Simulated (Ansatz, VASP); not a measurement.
**PbF2 in VASP and in Ansatz**

```
Pb F
1.0
     0.00000    2.92045    2.92045
     2.92045    0.00000    2.92045
     2.92045    2.92045    0.00000
Pb F
1 2
Direct
  0.00000 0.00000 0.00000
  0.25000 0.25000 0.25000
  0.75000 0.75000 0.75000
```

Alike in both runs: task single point; functional r2SCAN; k mesh 8 × 8 × 8; occupations gaussian, width 0.05 eV; no spin polarisation.

|  | VASP | Ansatz |
| --- | --- | --- |
| version | VASP 6.6.1 | Ansatz 0.2.0 |
| potentials or method | VASP PAW PBE potentials, release 64 (Pb_d, F), cutoff 520 eV | scalar-relativistic, plane waves, PAW |
| valence electrons in the cell | 28 | 28 |

VASP gave:

- gap on the k mesh at the Fermi level (eV): 4.91
- least direct gap on the mesh (eV): 5.06
- pressure (GPa): 3.4

Question: Estimate Ansatz's values.

Answer: gap on the k mesh at the Fermi level (eV): 4.91; least direct gap on the mesh (eV): 5.06; pressure (GPa): 3.5.

VASP's potentials were made for PBE, not for r2SCAN. With one functional, cell and mesh, what is left measures potentials, basis and numerics.

Neither program's run includes spin-orbit coupling.
